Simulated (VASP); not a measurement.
Input of a VASP 6.6.1 run:

File INCAR:

```
ALGO = Normal
EDIFF = 1E-6
ENCUT = 600
GGA = PE
GGA_COMPAT = F
ISIF = 2
ISMEAR = 0
LASPH = T
LCHARG = F
LMAXMIX = 6
LREAL = F
LWAVE = F
NBANDS = 30
NELM = 200
PREC = Accurate
SIGMA = 0.1
```

KPOINTS

```
k-points
0
Gamma
  12 12 4
```

File POSCAR:

```
PrAlF
1.0
    3.4516623423      0.0000000000      0.0000000000
    0.0000000000      3.4516623423      0.0000000000
    0.0000000000      0.0000000000      9.5545282095
Pr Al F
2 2 2
Direct
    0.0000000000      0.5000000000      0.6956891957
    0.5000000000      0.0000000000      0.3043108043
    0.0000000000      0.5000000000      0.0702072086
    0.5000000000      0.0000000000      0.9297927914
    0.0000000000      0.5000000000      0.4302538022
    0.5000000000      0.0000000000      0.5697461978
```

Potentials or basis: VASP PAW PBE potentials, release 64 (Pr_3, Al, F), 4f in core.

Run with:

```bash
$ cat potpaw_PBE.64/Pr_3/POTCAR potpaw_PBE.64/Al/POTCAR potpaw_PBE.64/F/POTCAR > POTCAR
$ mpirun -np 1 vasp_std > vasp.out
```

(1) What does it give for the largest force?

(2) Estimate the pressure.

(3) What does it give for the band gap on the k mesh?

## Answers

(1) 0.011 eV/Å.

(2) -0.2 GPa.

(3) zero (bands 21 and 22 overlap by 1.27 eV).

Caveat: spin-orbit coupling is left out, which moves the levels of the heavy elements; the 4f electrons are frozen in the core, so they carry no moment and show no levels; the run has no spin polarisation, though such a crystal can be magnetic.
